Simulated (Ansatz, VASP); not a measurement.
HPt6 in VASP and in Ansatz

Contents of INCAR:

```
SYSTEM = HPt6
PREC = Accurate
ENCUT = 520
EDIFF = 1E-6
ISMEAR = 0
SIGMA = 0.1
LREAL = .False.
LASPH = .True.
NELM = 60
ALGO = Normal
ISIF = 2
LWAVE = .False.
LCHARG = .False.
LDIPOL = .True.
IDIPOL = 3
DIPOL = 0.5 0.5 0.298
GGA = PE
NBANDS = 74
```

The input KPOINTS:

```
regular mesh
0
Gamma
  6 6 1
  0 0 0
```

Contents of POSCAR:

```
HPt6
1.0
    5.6143281343      0.0000000000      0.0000000000
   -2.8071640672      4.8621507895      0.0000000000
    0.0000000000      0.0000000000     22.6192653717
Pt H
12 2
Direct
    0.3333333333      0.1666666667      0.1768404028
    0.3333333333      0.6666666667      0.1768404028
    0.8333333333      0.1666666667      0.1768404028
    0.8333333333      0.6666666667      0.1768404028
    0.1666666667      0.3333333333      0.2789526245
    0.1666666667      0.8333333333      0.2789526245
    0.6666666667      0.3333333333      0.2789526245
    0.6666666667      0.8333333333      0.2789526245
    0.0000000000      0.0000000000      0.3810585901
    0.0000000000      0.5000000000      0.3810585901
    0.5000000000      0.0000000000      0.3810585901
    0.5000000000      0.5000000000      0.3810585901
    0.2165785766      0.4331571533      0.4151003676
    0.2834214234      0.5668428467      0.4151003676
```

Input for Ansatz:

```yaml
crystal:
  lattice:
    - [5.6143281343, 0.0, 0.0]
    - [-2.8071640672, 4.8621507895, 0.0]
    - [0.0, 0.0, 22.6192653717]
  atoms:
    - { symbol: Pt, position: [0.3333333333, 0.1666666667, 0.1768404028] }
    - { symbol: Pt, position: [0.3333333333, 0.6666666667, 0.1768404028] }
    - { symbol: Pt, position: [0.8333333333, 0.1666666667, 0.1768404028] }
    - { symbol: Pt, position: [0.8333333333, 0.6666666667, 0.1768404028] }
    - { symbol: Pt, position: [0.1666666667, 0.3333333333, 0.2789526245] }
    - { symbol: Pt, position: [0.1666666667, 0.8333333333, 0.2789526245] }
    - { symbol: Pt, position: [0.6666666667, 0.3333333333, 0.2789526245] }
    - { symbol: Pt, position: [0.6666666667, 0.8333333333, 0.2789526245] }
    - { symbol: Pt, position: [0.0, 0.0, 0.3810585901] }
    - { symbol: Pt, position: [0.0, 0.5, 0.3810585901] }
    - { symbol: Pt, position: [0.5, 0.0, 0.3810585901] }
    - { symbol: Pt, position: [0.5, 0.5, 0.3810585901] }
    - { symbol: H, position: [0.2165785766, 0.4331571533, 0.4151003676] }
    - { symbol: H, position: [0.2834214234, 0.5668428467, 0.4151003676] }
basis:
  ecutwfc: 420
kpoints:
  mp_grid: { grid: [6, 6, 1] }
hamiltonian:
  xc: pbe
  pseudopotentials: { kind: paw, azcp: { folder: soft_1 } }
scf:
  occupations: { method: gaussian, width: 0.1 }
output:
  forces: true
  eigenvalues: true
efield:
  axis: 3
  dipole_correction: true
  ramp_width: 0.04
```

Alike in both runs: task single point; functional PBE; k mesh 6 × 6 × 1; occupations gaussian, width 0.1 eV; no spin polarisation.

```csv
,VASP,Ansatz
version,VASP 6.6.1,Ansatz 0.2.0
potentials or method,"VASP PAW PBE potentials, release 64 (Pt, H), cutoff 520 eV","scalar-relativistic, plane waves, PAW"
valence electrons in the cell,122,218
```

VASP gave:

- gap on the k mesh at the Fermi level (eV): none
- rms of the force components (eV/Å): 2.589

Q: Which values does Ansatz return?

A: gap on the k mesh at the Fermi level (eV): none; rms of the force components (eV/Å): 2.552.

Atom by atom the forces differ by 0.045 eV/Å (rms over components). A gap of «none» marks a metal or a gap that the smearing closes. VASP's potentials hold 122 valence electrons a cell and Ansatz's 218, so a difference there can come from the potentials and not from the codes.

Spin-orbit coupling is off throughout.
